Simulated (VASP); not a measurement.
GdMg:

```
Gd Mg
1.0
     3.82400    0.00000    0.00000
     0.00000    3.82400    0.00000
     0.00000    0.00000    3.82400
Gd Mg
1 1
Direct
  0.00000 0.00000 0.00000
  0.50000 0.50000 0.50000
```

Base run:

- Program: VASP 6.6.1
- Functional: LDA
- Potentials or basis: VASP PAW PBE potentials, release 64 (Gd, Mg)
- Cutoff: 520 eV
- k mesh: 8 × 8 × 8
- Occupations: gaussian, width 0.1 eV
- Spin: collinear spin, ferromagnetic start
- Starting moments: [7.0, 0.0] μB

Its results: pressure -2.7 GPa; net moment 7.37 μB per cell; site moments Gd +6.86; Mg +0.00 μB.

Question: The run is repeated on the same cell with these changes: functional from LDA to PBEsol. What comes out?

Answer: Pressure -1.3 GPa; net moment 7.57 μB per cell; site moments Gd +6.94; Mg +0.00 μB.

PBEsol binds less tightly than LDA, so the same cell stands under more pressure.

Caveats: the PAW data sets were made with another functional, which shifts forces and pressure a little.
